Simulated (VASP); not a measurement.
# Al (P6_3/mmc) in VASP: a series of runs

The runs below take Al through single point, with LDA, BLYP+D3(BJ), PBEsol+D3(BJ).

All numbers are computed with VASP 6.6.1; they aren't measurements. Logs are shortened: lines on timing, memory, paths and dates and some standing lists are left out, and cuts for length are marked.

## 1. The cell of the first run

It takes space group P6_3/mmc (No. 194, hexagonal). The conventional cell has a = 2.846 Å, b = 2.846 Å, c = 9.025 Å, α = 90.00°, β = 90.00°, γ = 120.00°. Within 3.7 Å of Al (site symmetry -3m) lie 12 Al at 2.79 to 2.85 Å. Al (site symmetry -6m2) has 12 Al at 2.79 to 2.85 Å within 3.7 Å.

## 2. Single point, LDA

Contents of INCAR:

```
SYSTEM = Al
ALGO = Normal
EDIFF = 1E-6
ENCUT = 520
ISIF = 2
ISMEAR = 1
LASPH = .True.
LCHARG = .False.
LREAL = .False.
LWAVE = .False.
NBANDS = 14
NELM = 60
PREC = Accurate
SIGMA = 0.1
```

Contents of KPOINTS:

```
k-points
0
Gamma
  9 9 2
  0 0 0
```

Contents of POSCAR:

```
Al
1.0
    2.8457565069      0.0000000000      0.0000000000
   -1.4228782534      2.4644974279      0.0000000000
    0.0000000000      0.0000000000      9.0246210566
Al
4
Direct
    0.0000000000      0.0000000000      0.0000000000
    0.0000000000      0.0000000000      0.5000000000
    0.3333333333      0.6666666667      0.2500000000
    0.6666666667      0.3333333333      0.7500000000
```

Potentials or basis: VASP PAW LDA potentials, release 64 (Al).

The run is started by

```sh
$ cat potpaw_LDA.64/Al/POTCAR > POTCAR
$ mpirun -np 1 vasp_std > vasp.out
```

OUTCAR:

```text
SYSTEM = Al
   EDIFF = 1E-6
   ENCUT = 520
   ISIF = 2
   ISMEAR = 1
   LASPH = .True.
   LREAL = .False.
   NELM = 60
   PREC = Accurate

 ion  position               nearest neighbor table
   1  0.000  0.000  0.000-   3 2.79   4 2.79   3 2.79   4 2.79   4 2.79   3 2.79
   2  0.000  0.000  0.500-   3 2.79   4 2.79   3 2.79   4 2.79   4 2.79   3 2.79
   3  0.333  0.667  0.250-   1 2.79   2 2.79   1 2.79   2 2.79   1 2.79   2 2.79
   4  0.667  0.333  0.750-   1 2.79   2 2.79   1 2.79   2 2.79   1 2.79   2 2.79

  LATTYP: Found a hexagonal cell.
 ALAT       =     2.8457565069
 C/A-ratio  =     3.1712555290

  Lattice vectors:

 A1 = (   2.8457565069,   0.0000000000,   0.0000000000)
 A2 = (  -1.4228782534,   2.4644974279,   0.0000000000)
 A3 = (   0.0000000000,   0.0000000000,   9.0246210566)

Analysis of symmetry for initial positions (statically):
=====================================================================
 Subroutine PRICEL returns:
 Original cell was already a primitive cell.

 Routine SETGRP: Setting up the symmetry group for a
 hexagonal supercell.

 Subroutine GETGRP returns: Found 24 space group operations
 (whereof 12 operations were pure point group operations)
 out of a pool of 24 trial point group operations.

The static configuration has the point symmetry D_3d.
 The point group associated with its full space group is D_6h.

Analysis of symmetry for dynamics (positions and initial velocities):
=====================================================================
 Subroutine PRICEL returns:
 Original cell was already a primitive cell.

 Routine SETGRP: Setting up the symmetry group for a
 hexagonal supercell.

 Subroutine GETGRP returns: Found 24 space group operations
 (whereof 12 operations were pure point group operations)
 out of a pool of 24 trial point group operations.

The dynamic configuration has the point symmetry D_3d.
 The point group associated with its full space group is D_6h.

 Subroutine INISYM returns: Found 24 space group operations
 (whereof 12 operations are pure point group operations),
 and found     1 'primitive' translations

----------------------------------------------------------------------------------------

                                     Primitive cell

  volume of cell :      63.2929

  direct lattice vectors                    reciprocal lattice vectors
     2.845756507  0.000000000  0.000000000     0.351400409  0.202881121  0.000000000
    -1.422878253  2.464497428  0.000000000     0.000000000  0.405762241  0.000000000
     0.000000000  0.000000000  9.024621057     0.000000000  0.000000000  0.110807977

  length of vectors
[... 102 lines left out ...]
   IALGO  =     38    algorithm
   IMIX   =      4    mixing-type and parameters
     AMIX     =   0.40;   BMIX     =  1.00
     AMIX_MAG =   1.60;   BMIX_MAG =  1.00
  volume/ion in A,a.u.               =      15.82       106.78
  Fermi-wavevector in a.u.,A,eV,Ry     =   0.940481  1.777252 12.034425  0.884505
  Thomas-Fermi vector in A             =   2.067897
   LORBIT       =      0    0 simple, 1 ext, 2 COOP (PROOUT), +10 PAW based schemes
   GGA     = CA    functional components
   LHFCALC =     F    Hartree Fock is set to
   AEXX    =    0.0000 exact exchange contribution
   IVDW    =     0    specifies the selected vdW correction
   LEPSILON=     F    determine dielectric tensor
   LRPA    =     F    only Hartree local field effects (RPA)
 non-spin polarized calculation
 Methfessel and Paxton  Order N= 1 SIGMA  =   0.10
  energy-cutoff  :      520.00
  volume of cell :       63.29
 maximum number of plane-waves:      1723
 NGX is ok and might be reduce to    24
   NGX = 11   NGY = 11   NGZ = 33

 number of electron      12.0000000 magnetization

 Free energy of the ion-electron system (eV)
  ---------------------------------------------------
  ext. energy  EPLUGINS =         0.00000000
  ---------------------------------------------------
  free energy    TOTEN  =       -16.63925378 eV

  energy without entropy =      -16.63916724  energy(sigma->0) =      -16.63922494

 E-fermi :   8.1976     XC(G=0): -10.5007

 val. band max:        8.1558942621   @ k =   0.4444   0.0000   0.0000
 cond. band min:       8.2248566640   @ k =   0.3333   0.1111   0.0000
 fundamental gap:      0.0689624020
 Fermi energy:         8.1976266439

 k-point     1 :       0.0000    0.0000    0.0000
  band No.  band energies     occupation
      1      -3.1620      2.00000
      2      -1.3682      2.00000
      3      -1.3538      2.00000
      4       3.6844      2.00000
      5       4.1478      2.00000
      6      12.2983      0.00000
      7      12.3197      0.00000
      8      18.6384      0.00000
      9      18.6384      0.00000
     10      18.8701      0.00000
     11      18.8701      0.00000
     12      19.9027      0.00000
     13      19.9056      0.00000
     14      20.1418      0.00000
[... 377 lines left out ...]
      1       4.9660      2.00000
      2       4.9660      2.00000
      3       5.1658      2.00000
      4       5.1658      2.00000
      5       5.1750      2.00000
      6       5.1750      2.00000
      7       8.0490      2.05654
      8       8.0490      2.05654
      9       8.6320     -0.00000
     10       8.6320     -0.00000
     11       9.3763     -0.00000
     12       9.3763     -0.00000
     13      14.7764      0.00000
     14      14.7764      0.00000

------------------------ aborting loop because EDIFF is reached ----------------------------------------

  FORCE on cell =-STRESS in cart. coord.  units (eV):
  Direction    XX          YY          ZZ          XY          YZ          ZX
  --------------------------------------------------------------------------------------
  -------------------------------------------------------------------------------------
  Total        0.0791553      0.0791553     -0.0420455      0.0000000     -0.0000000      0.0000000
  in kB        2.0037129      2.0037129     -1.0643263      0.0000000     -0.0000000      0.0000000
  external PRESSURE =       0.9810332 kB  Pullay stress =       0.0000000 kB

 VOLUME and BASIS-vectors are now :
 -----------------------------------------------------------------------------
  energy-cutoff  :      520.00
  volume of cell :       63.29
      direct lattice vectors                 reciprocal lattice vectors
     2.845756507  0.000000000  0.000000000     0.351400409  0.202881121  0.000000000
    -1.422878253  2.464497428  0.000000000     0.000000000  0.405762241  0.000000000
     0.000000000  0.000000000  9.024621057     0.000000000  0.000000000  0.110807977

 POSITION                                       TOTAL-FORCE (eV/Angst)
 -----------------------------------------------------------------------------------
      0.00000      0.00000      0.00000        -0.000000      0.000000     -0.000000
      0.00000      0.00000      4.51231        -0.000000      0.000000     -0.000000
     -0.00000      1.64300      2.25616         0.000000     -0.000000     -0.000000
      1.42288      0.82150      6.76847        -0.000000      0.000000      0.000000
 -----------------------------------------------------------------------------------
    total drift:                               -0.000000      0.000000      0.000000

  FREE ENERGIE OF THE ION-ELECTRON SYSTEM (eV)
  ---------------------------------------------------
  free  energy   TOTEN  =       -16.6392537822 eV

  energy  without entropy=      -16.6391672428  energy(sigma->0) =      -16.63922494
```

OSZICAR:

```text
N       E                     dE             d eps       ncg     rms          rms(c)
DAV:   1     0.435858595465E+01    0.43586E+01   -0.41298E+03   680   0.655E+02
DAV:   2    -0.160218117312E+02   -0.20380E+02   -0.18819E+02   896   0.898E+01
DAV:   3    -0.167602897639E+02   -0.73848E+00   -0.72815E+00   930   0.131E+01
DAV:   4    -0.167647178734E+02   -0.44281E-02   -0.44278E-02   798   0.128E+00
DAV:   5    -0.167647437833E+02   -0.25910E-04   -0.25909E-04   916   0.103E-01    0.287E+00
DAV:   6    -0.166882866908E+02    0.76457E-01   -0.94485E-03   744   0.465E-01    0.161E+00
DAV:   7    -0.166400647657E+02    0.48222E-01   -0.19592E-02   762   0.655E-01    0.249E-01
DAV:   8    -0.166392663219E+02    0.79844E-03   -0.54932E-04   894   0.116E-01    0.226E-02
DAV:   9    -0.166392538012E+02    0.12521E-04   -0.37550E-05   818   0.291E-02    0.650E-03
DAV:  10    -0.166392537822E+02    0.18988E-07   -0.13741E-06   706   0.654E-03
   1 F= -.16639254E+02 E0= -.16639225E+02  d E =-.865394E-04
```

stdout:

```text
POSCAR found type information on POSCAR Al
 POSCAR found :  1 types and       4 ions
 scaLAPACK will be used
 LDA part: xc-table for (Slater(with rela. corr.)+CA(PZ))
 , standard interpolation
 POSCAR, INCAR and KPOINTS ok, starting setup
 FFT: planning ... GRIDC
 FFT: planning ... GRID_SOFT
 FFT: planning ... GRID
 WAVECAR not read
 entering main loop
```

Run time: 11 s. Hardware: 1 thread of AMD EPYC 7R13 (Zen 3), shared host; peak memory 0.13 GiB.

What came out:

* Free energy: -16.6393 eV
* Pressure: 0.1 GPa
* Band gap on the k mesh: zero (band 6 reaches 12.50 eV, above the bottom of band 7 at 6.79 eV)

## 3. Single point, BLYP+D3(BJ)

This run uses another cell than the first one, of 15.49 Å³/atom, 0.979 times its volume.

Contents of INCAR:

```
SYSTEM = Al
AGGAC = 1.0 ; AGGAX = 1.0
ALDAC = 0.0 ; ALDAX = 1.0
ALGO = Normal ; EDIFF = 1E-7
ENCUT = 520 ; GGA = B5
ISIF = 2 ; ISMEAR = 1
IVDW = 12 ; LASPH = .True.
LCHARG = .True. ; LELF = .True.
LREAL = .False. ; LVHAR = .True.
LWAVE = .False. ; NBANDS = 14
NELM = 100 ; PREC = Accurate
SIGMA = 0.1 ; VDW_A1 = 0.4298
VDW_A2 = 4.2359 ; VDW_S6 = 1.0
VDW_S8 = 2.6996
```

KPOINTS is that of step 2.

Contents of POSCAR:

```
Al
1.0
    2.8279589570      0.0000000000      0.0000000000
   -1.4139794785      2.4490842977      0.0000000000
    0.0000000000      0.0000000000      8.9478669130
Al
4
Direct
    0.0000000000      0.0000000000      0.0000000000
    0.0000000000      0.0000000000      0.5000000000
    0.3333333333      0.6666666667      0.2500000000
    0.6666666667      0.3333333333      0.7500000000
```

Potentials or basis: VASP PAW PBE potentials, release 64 (Al).

The run is started by

```sh
$ cat potpaw_PBE.64/Al/POTCAR > POTCAR
$ mpirun -np 1 vasp_std > vasp.out
```

It took 23 s on 1 thread of AMD EPYC 7R13 (Zen 3), shared host; peak memory 0.16 GiB.

It converged, with:

```yaml
Free_energy: -13.7905 eV
Pressure: 0.2 GPa
Band_gap_on_the_k_mesh: zero (band 6 reaches 13.50 eV, above the bottom of band 7 at 7.70 eV)
Dispersion_energy_per_atom: -0.828 eV
```

Stress tensor (GPa, compression positive):
```
0.15 0.00 0.00
0.00 0.15 0.00
0.00 0.00 0.23
```

Levels at points of the mesh, in eV from the Fermi level:
| k point | band 4 | band 5 | band 6 | band 7 | band 8 | band 9 |
| --- | --- | --- | --- | --- | --- | --- |
| (0.00, 0.00, 0.00) | -4.59 | -4.11 | 4.16 | 4.20 | 10.54 | 10.54 |
| (0.00, 0.00, 0.50) | -7.47 | -0.44 | -0.44 | 9.33 | 9.33 | 10.88 |

Caveat: the PAW data sets were made with another functional, which shifts forces and pressure a little; pairwise dispersion overbinds metals, which lowers pressure and volume.

## 4. Single point, PBEsol+D3(BJ)

This run uses another cell than the first one, of 15.57 Å³/atom, 0.984 times its volume.

Contents of INCAR:

```
PREC     = Accurate       # precision mode
ENCUT    = 520            # plane-wave cutoff, eV
EDIFF    = 1E-7           # SCF threshold, eV
ISMEAR   = 1              # smearing method
SIGMA    = 0.1            # smearing width, eV
LREAL    = False          # projectors in reciprocal space
LASPH    = True           # aspherical terms in the spheres
NELM     = 60             # most SCF steps
ALGO     = Normal         # electronic algorithm
ISIF     = 2              # what is computed and relaxed
LWAVE    = False          # write WAVECAR
LCHARG   = False          # write CHGCAR
GGA      = PS             # functional
IVDW     = 12             # dispersion correction
NBANDS   = 14             # bands
```

Contents of KPOINTS:

```
regular mesh
0
Gamma
  9 9 2
```

Contents of POSCAR:

```
Al
1.0
    2.8304338370      0.0000000000      0.0000000000
   -1.4152169185      2.4512276065      0.0000000000
    0.0000000000      0.0000000000      8.9767253089
Al
4
Direct
    0.0000000000      0.0000000000      0.0000000000
    0.0000000000      0.0000000000      0.5000000000
    0.3333333333      0.6666666667      0.2500000000
    0.6666666667      0.3333333333      0.7500000000
```

The run is started by

```sh
$ cat potpaw_PBE.64/Al/POTCAR > POTCAR
$ mpirun -np 1 vasp_std > vasp.out
```

Run time: 15 s. Hardware: 1 thread of AMD EPYC 7R13 (Zen 3), shared host; peak memory 0.16 GiB.

Results (log left out):

- Free energy: -17.5631 eV
- Pressure: 0.2 GPa
- Band gap on the k mesh: zero (band 6 reaches 12.88 eV, above the bottom of band 7 at 7.12 eV)
- Dispersion energy per atom: -0.337 eV

Stress tensor (GPa, compression positive):
```
0.13 0.00 0.00
0.00 0.13 0.00
0.00 0.00 0.24
```

Levels at points of the mesh, in eV from the Fermi level:
| k point | band 4 | band 5 | band 6 | band 7 | band 8 | band 9 |
| --- | --- | --- | --- | --- | --- | --- |
| (0.00, 0.00, 0.00) | -4.67 | -4.11 | 4.10 | 4.12 | 10.61 | 10.61 |
| (0.00, 0.00, 0.50) | -7.49 | -0.49 | -0.49 | 9.26 | 9.26 | 10.96 |

Caveat: the PAW data sets were made with another functional, which shifts forces and pressure a little; pairwise dispersion overbinds metals, which lowers pressure and volume.

## 5. The runs side by side

| level | potentials or basis | cell | gap on the mesh (eV) | pressure (GPa) |
| --- | --- | --- | --- | --- |
| LDA | VASP PAW LDA potentials, release 64 (Al) | a = 2.846, b = 2.846, c = 9.025 Å, angles 90.0, 90.0, 120.0°, 4 atoms | none | 0.1 |
| BLYP+D3(BJ) | VASP PAW PBE potentials, release 64 (Al) | a = 2.828, b = 2.828, c = 8.948 Å, angles 90.0, 90.0, 120.0°, 4 atoms | none | 0.2 |
| PBEsol+D3(BJ) | VASP PAW PBE potentials, release 64 (Al) | a = 2.830, b = 2.830, c = 8.977 Å, angles 90.0, 90.0, 120.0°, 4 atoms | none | 0.2 |

Alike in all rows: task single point; no spin polarisation; k mesh 9 × 9 × 2; cutoff (eV) 520; smearing methfessel-paxton 0.1 eV.

Caveats: the PAW data sets were made with another functional, which shifts forces and pressure a little (some runs); pairwise dispersion overbinds metals, which lowers pressure and volume (some runs).

Absolute energies hang on the potentials; compare differences alone.
